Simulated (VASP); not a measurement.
# CdSe (F-43m) in VASP: settings compared, part 2 of 3

VASP 6.6.1. Earlier steps stand in the parts before.

## Step 3: Single point, r2SCANh

This run uses another cell than the first one, of 28.94 Å³/atom.

Contents of POSCAR:

```
CdSe
1.0
    0.0000000000      3.0702711986      3.0702711986
    3.0702711986      0.0000000000      3.0702711986
    3.0702711986      3.0702711986      0.0000000000
Cd Se
1 1
Direct
    0.0000000000      0.0000000000      0.0000000000
    0.2500000000      0.2500000000      0.2500000000
```

Contents of INCAR.step1:

```
  PREC = Accurate
  ENCUT = 520
  EDIFF = 1E-5
  ISMEAR = -1
  SIGMA = 0.05
  LREAL = False
  LASPH = True
  NELM = 80
  ALGO = Normal
  ISIF = 2
  LWAVE = True
  LCHARG = False
  GGA = PE
  NBANDS = 16
```

Contents of INCAR.step2:

```
  PREC = Accurate
  ENCUT = 520
  EDIFF = 1E-7
  ISMEAR = -1
  SIGMA = 0.05
  LREAL = False
  LASPH = True
  NELM = 80
  ALGO = Normal
  ISIF = 2
  LWAVE = False
  LCHARG = False
  METAGGA = R2SCAN
  LHFCALC = True
  AEXX = 0.1
  LMIXTAU = True
  PRECFOCK = Normal
  ISTART = 1
  NBANDS = 16
```

Contents of KPOINTS:

```
regular mesh
0
Gamma
  4 4 4
```

Potentials or basis: VASP PAW PBE potentials, release 64 (Cd, Se).

Command:

```
> cat potpaw_PBE.64/Cd/POTCAR potpaw_PBE.64/Se/POTCAR > POTCAR
> cp INCAR.step1 INCAR
> mpirun -np 1 vasp_std > vasp.out
> cp INCAR.step2 INCAR
> mpirun -np 1 vasp_std > vasp.out
```

OUTCAR:

```text
PREC = Accurate
   ENCUT = 520
   EDIFF = 1E-7
   ISMEAR = -1
   LREAL = False
   LASPH = True
   NELM = 80
   ISIF = 2
   METAGGA = R2SCAN
   LHFCALC = True
   AEXX = 0.1
   PRECFOCK = Normal
   ISTART = 1

 ion  position               nearest neighbor table
   1  0.000  0.000  0.000-   2 2.66   2 2.66   2 2.66   2 2.66
   2  0.250  0.250  0.250-   1 2.66   1 2.66   1 2.66   1 2.66

  LATTYP: Found a face centered cubic cell.
 ALAT       =     6.1405423972

  Lattice vectors:

 A1 = (   0.0000000000,   3.0702711986,   3.0702711986)
 A2 = (   3.0702711986,   0.0000000000,   3.0702711986)
 A3 = (   3.0702711986,   3.0702711986,   0.0000000000)

Analysis of symmetry for initial positions (statically):
=====================================================================
 Subroutine PRICEL returns:
 Original cell was already a primitive cell.

 Routine SETGRP: Setting up the symmetry group for a
 face centered cubic supercell.

 Subroutine GETGRP returns: Found 24 space group operations
 (whereof 24 operations were pure point group operations)
 out of a pool of 48 trial point group operations.

The static configuration has the point symmetry T_d .

Analysis of symmetry for dynamics (positions and initial velocities):
=====================================================================
 Subroutine PRICEL returns:
 Original cell was already a primitive cell.

 Routine SETGRP: Setting up the symmetry group for a
 face centered cubic supercell.

 Subroutine GETGRP returns: Found 24 space group operations
 (whereof 24 operations were pure point group operations)
 out of a pool of 48 trial point group operations.

The dynamic configuration has the point symmetry T_d .

 Subroutine INISYM returns: Found 24 space group operations
 (whereof 24 operations are pure point group operations),
 and found     1 'primitive' translations

----------------------------------------------------------------------------------------

                                     Primitive cell

  volume of cell :      57.8842

  direct lattice vectors                    reciprocal lattice vectors
     0.000000000  3.070271199  3.070271199    -0.162852063  0.162852063  0.162852063
     3.070271199  0.000000000  3.070271199     0.162852063 -0.162852063  0.162852063
     3.070271199  3.070271199  0.000000000     0.162852063  0.162852063 -0.162852063

  length of vectors
     4.342019169  4.342019169  4.342019169     0.282068048  0.282068048  0.282068048

  position of ions in fractional coordinates (direct lattice)
     0.000000000  0.000000000  0.000000000
     0.250000000  0.250000000  0.250000000

  ion indices of the primitive-cell ions
   primitive index   ion index
                 1           1
                 2           2

----------------------------------------------------------------------------------------

 KPOINTS: regular mesh

Automatic generation of k-mesh.
 Grid dimensions read from file:
 generate k-points for:    4    4    4

 Generating k-lattice:

  Cartesian coordinates                     Fractional coordinates (reciprocal lattice)
    -0.040713016  0.040713016  0.040713016     0.250000000  0.000000000  0.000000000
     0.040713016 -0.040713016  0.040713016     0.000000000  0.250000000  0.000000000
     0.040713016  0.040713016 -0.040713016     0.000000000  0.000000000  0.250000000

  Length of vectors
     0.070517012  0.070517012  0.070517012

  Shift w.r.t. Gamma in fractional coordinates (k-lattice)
     0.000000000  0.000000000  0.000000000

 Subroutine IBZKPT returns following result:
 ===========================================

 Found      8 irreducible k-points:

 Following reciprocal coordinates:
            Coordinates               Weight
  0.000000  0.000000  0.000000      1.000000
  0.250000  0.000000  0.000000      8.000000
  0.500000  0.000000  0.000000      4.000000
  0.250000  0.250000  0.000000      6.000000
  0.500000  0.250000  0.000000     24.000000
 -0.250000  0.250000  0.000000     12.000000
  0.500000  0.500000  0.000000      3.000000
 -0.250000  0.500000  0.250000      6.000000
   k-points           NKPTS =      8   k-points in BZ     NKDIM =     64   number of bands    NBANDS=     16
   number of dos      NEDOS =    301   number of ions     NIONS =      2
   total plane-waves  NPLWV =  32768
   dimension x,y,z NGX =    32 NGY =   32 NGZ =   32
   dimension x,y,z NGXF=    64 NGYF=   64 NGZF=   64
   ions per type =               1   1
   NGX,Y,Z   is equivalent  to a cutoff of  12.25, 12.25, 12.25 a.u.
   NGXF,Y,Z  is equivalent  to a cutoff of  24.50, 24.50, 24.50 a.u.
 SYSTEM =  unknown system
   PREC   = accura    normal or accurate (medium, high low for compatibility)
   ISTART =      1    job   : 0-new  1-cont  2-samecut
   ICHARG =      0    charge: 1-file 2-atom 10-const
   ISPIN  =      1    spin polarized calculation?
   LNONCOLLINEAR =      F non collinear calculations
   LSORBIT =      F    spin-orbit coupling
   LASPH  =      T    aspherical Exc in radial PAW
   ENCUT  =  520.0 eV  38.22 Ry    6.18 a.u.   8.07  8.07  8.07*2*pi/ulx,y,z
   NELM   =     80;   NELMIN=  2; NELMDL=  0     # of ELM steps
   EDIFF  = 0.1E-06   stopping-criterion for ELM
   LREAL  =      F    real-space projection
   EDIFFG = 0.1E-05   stopping-criterion for IOM
   NSW    =      0    number of steps for IOM
   IBRION =     -1    ionic relax: 0-MD 1-quasi-New 2-CG
   NFREE  =      0    steps in history (QN), initial steepest desc. (CG)
   ISIF   =      2    stress and relaxation
   ISYM   =      3    0-nonsym 1-usesym 2-fastsym
   POTIM  = 0.5000    time-step for ionic-motion
   TEBEG  =    0.0;   TEEND  =   0.0 temperature during run
   PSTRESS=    0.0 pullay stress
   NELECT =      18.0000    total number of electrons
   NUPDOWN=      -1.0000    fix difference up-down
   EMIN   =  10.00;   EMAX   =-10.00  energy-range for DOS
   EFERMI =   0.00;   METHOD = LEGACY
   ISMEAR =    -1;   SIGMA  =   0.05  broadening in eV -4-tet -1-fermi 0-gaus
   EFERMI_NEDOS =   21; number of points for ismear=-14 and -15
   IALGO  =     38    algorithm
   IMIX   =      1    mixing-type and parameters
     AMIX     =   0.40;   BMIX     =  1.00
     AMIX_MAG =   1.60;   BMIX_MAG =  1.00
  volume/ion in A,a.u.               =      28.94       195.31
  Fermi-wavevector in a.u.,A,eV,Ry     =   1.109121  2.095935 16.737199  1.230149
  Thomas-Fermi vector in A             =   2.245657
   LORBIT       =      0    0 simple, 1 ext, 2 COOP (PROOUT), +10 PAW based schemes
   METAGGA = R2SCAN    functional components
   LHFCALC =     T    Hartree Fock is set to
   PRECFOCK=normal    Normal, Fast or Accurate (Low or Medium for compatibility)
   ENCUT4O =  -1.0   cutoff for four orbital integrals eV
   NKREDX  =     1    reduce k-point grid by
   NKREDY  =     1    reduce k-point grid by
   NKREDZ  =     1    reduce k-point grid by
   AEXX    =    0.1000 exact exchange contribution
   HFSCREEN=    0.0000 screening length (either q_TF or 0.3 A-1)
   HFSCREENC=   0.0000 screening length for correlation (either q_TF or 0.3 A-1)
   ENCUTFOCK=  -1.0 apply spherical cutoff to Coloumb kernel
   IVDW    =     0    specifies the selected vdW correction
   LEPSILON=     F    determine dielectric tensor
   LRPA    =     F    only Hartree local field effects (RPA)
 non-spin polarized calculation
  energy-cutoff  :      520.00
  volume of cell :       57.88
 maximum number of plane-waves:      1588
  NGX = 28; NGY = 28; NGZ = 28

 number of electron      18.0000008 magnetization

 Free energy of the ion-electron system (eV)
  ---------------------------------------------------
  ext. energy  EPLUGINS =         0.00000000
  ---------------------------------------------------
  free energy    TOTEN  =       -33.68687190 eV

  energy without entropy =      -33.68687189  energy(sigma->0) =      -33.68687190

 E-fermi :   0.9140     XC(G=0):  -8.4754

 val. band max:        0.0958246995   @ k =   0.0000   0.0000   0.0000
 cond. band min:       1.6764573905   @ k =   0.0000   0.0000   0.0000
 fundamental gap:      1.5806326910
 Fermi energy:         0.9139587998

 k-point     1 :       0.0000    0.0000    0.0000
  band No.  band energies     occupation
      1     -13.1619      2.00000
      2      -8.4774      2.00000
      3      -8.4774      2.00000
      4      -8.4774      2.00000
      5      -8.1139      2.00000
      6      -8.1139      2.00000
[... 129 lines left out ...]
      3      -8.2920      2.00000
      4      -8.1483      2.00000
      5      -8.1081      2.00000
      6      -7.6295      2.00000
[... 8 lines left out ...]
     15      13.9604      0.00000
     16      14.4788      0.00000

------------------------ aborting loop because EDIFF is reached ----------------------------------------

  FORCE on cell =-STRESS in cart. coord.  units (eV):
  Direction    XX          YY          ZZ          XY          YZ          ZX
  --------------------------------------------------------------------------------------
  -------------------------------------------------------------------------------------
  Total       -0.0390462     -0.0390462     -0.0390462     -0.0000000      0.0000000      0.0000000
  in kB       -1.0807593     -1.0807593     -1.0807593     -0.0000000      0.0000000      0.0000000
  external PRESSURE =      -1.0807593 kB  Pullay stress =       0.0000000 kB

 VOLUME and BASIS-vectors are now :
 -----------------------------------------------------------------------------
  energy-cutoff  :      520.00
  volume of cell :       57.88
      direct lattice vectors                 reciprocal lattice vectors
     0.000000000  3.070271199  3.070271199    -0.162852063  0.162852063  0.162852063
     3.070271199  0.000000000  3.070271199     0.162852063 -0.162852063  0.162852063
     3.070271199  3.070271199  0.000000000     0.162852063  0.162852063 -0.162852063

 POSITION                                       TOTAL-FORCE (eV/Angst)
 -----------------------------------------------------------------------------------
      0.00000      0.00000      0.00000        -0.000000      0.000000      0.000000
      1.53514      1.53514      1.53514         0.000000     -0.000000     -0.000000
 -----------------------------------------------------------------------------------
    total drift:                                0.000009      0.000016      0.000007

  FREE ENERGIE OF THE ION-ELECTRON SYSTEM (eV)
  ---------------------------------------------------
  free  energy   TOTEN  =       -33.6868719033 eV

  energy  without entropy=      -33.6868718909  energy(sigma->0) =      -33.68687190
```

Run time: 17 min. Hardware: 1 thread of Intel Xeon Platinum 8175M at 2.50GHz (Skylake/Cascade Lake), shared host; peak memory 0.2 GiB.

What came out:

```
Free energy            : -33.6869 eV
Pressure               : -0.1 GPa
Band gap on the k mesh : 1.58 eV
```

Caveat: the k points lie up to 0.44 Å⁻¹ apart; the PAW data sets were made with another functional, which shifts forces and pressure a little.

## Step 4: Single point, r2SCANh

This run uses another cell than the first one, of 29.52 Å³/atom.

Contents of POSCAR:

```
CdSe
1.0
    0.0000000000      3.0906047130      3.0906047130
    3.0906047130      0.0000000000      3.0906047130
    3.0906047130      3.0906047130      0.0000000000
Cd Se
1 1
Direct
    0.0000000000      0.0000000000      0.0000000000
    0.2500000000      0.2500000000      0.2500000000
```

Contents of INCAR.step1:

```
SYSTEM = CdSe
PREC = Accurate
ENCUT = 520
EDIFF = 1E-5
ISMEAR = -1
SIGMA = 0.05
LREAL = .FALSE.
LASPH = .TRUE.
NELM = 100
ALGO = Normal
ISIF = 2
LWAVE = .TRUE.
NBANDS = 16
GGA = PE
```

Contents of INCAR.step2:

```
SYSTEM = CdSe
PREC = Accurate
ENCUT = 520
EDIFF = 1E-6
ISMEAR = -1
SIGMA = 0.05
LREAL = .FALSE.
LASPH = .TRUE.
NELM = 100
ALGO = Normal
ISIF = 2
LWAVE = .FALSE.
LCHARG = .TRUE.
METAGGA = R2SCAN
LHFCALC = .TRUE.
AEXX = 0.1
LMIXTAU = .TRUE.
PRECFOCK = Normal
LELF = .TRUE.
LVHAR = .TRUE.
NBANDS = 16
ISTART = 1
```

Contents of KPOINTS:

```
regular mesh
0
G
  4 4 4
  0 0 0
```

Command:

```
> cat potpaw_PBE.64/Cd/POTCAR potpaw_PBE.64/Se/POTCAR > POTCAR
> cp INCAR.step1 INCAR
> mpirun -np 1 vasp_std > vasp.out
> cp INCAR.step2 INCAR
> mpirun -np 1 vasp_std > vasp.out
```

Wall time 17 min (1 thread of Intel Xeon Platinum 8175M at 2.50GHz (Skylake/Cascade Lake), shared host); peak memory 0.23 GiB.

It converged, with:

* Free energy: -33.6825 eV
* Pressure: -1.1 GPa
* Band gap on the k mesh: 1.53 eV

Levels at points of the mesh, in eV from the valence-band top:
| k point | band 5 | band 6 | band 7 | band 8 | band 9 | band 10 | band 11 | band 12 | band 13 | band 14 |
| --- | --- | --- | --- | --- | --- | --- | --- | --- | --- | --- |
| (0.00, 0.00, 0.00) | -8.18 | -8.18 | 0.00 | 0.00 | 0.00 | 1.53 | 7.09 | 7.09 | 7.09 | 10.77 |
| (0.50, 0.00, 0.00) | -8.16 | -7.89 | -4.27 | -0.71 | -0.71 | 3.38 | 7.53 | 7.53 | 8.31 | 11.06 |
| (0.50, 0.50, 0.00) | -8.13 | -7.82 | -3.99 | -1.78 | -1.78 | 4.07 | 4.72 | 10.12 | 11.39 | 11.39 |

Caveat: the k points lie up to 0.44 Å⁻¹ apart; the PAW data sets were made with another functional, which shifts forces and pressure a little.

[end of part 2 of 3]
